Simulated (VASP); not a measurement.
A run of VASP 6.6.1 is set up as follows.

Contents of INCAR:

```
  PREC = Accurate
  ENCUT = 520
  EDIFF = 1E-7
  ISMEAR = 0
  SIGMA = 0.01
  LREAL = F
  LASPH = T
  NELM = 80
  ALGO = Normal
  ISIF = 2
  LWAVE = F
  LCHARG = T
  LELF = T
  LVHAR = T
  NBANDS = 11
```

File KPOINTS:

```
Automatic mesh
0
Gamma
  8 8 8
```

POSCAR

```
BeTe
1.0
    0.0000000000      2.4894469292      2.4894469292
    2.4894469292      0.0000000000      2.4894469292
    2.4894469292      2.4894469292      0.0000000000
Be Te
1 1
Direct
    0.0000000000      0.0000000000      0.0000000000
    0.7500000000      0.7500000000      0.7500000000
```

Potentials or basis: VASP PAW LDA potentials, release 64 (Be, Te).

Run with:

```sh
$ cat potpaw_LDA.64/Be/POTCAR potpaw_LDA.64/Te/POTCAR > POTCAR
$ mpirun -np 1 vasp_std > vasp.out
```

Question: Estimate the pressure.

Answer: 40.9 GPa.

Question: What does it give for the band gap on the k mesh?

Answer: 0.75 eV, indirect (least direct gap 3.06 eV).

Caveat: spin-orbit coupling is left out, which moves the levels of the heavy elements. A k mesh can miss the band edges.
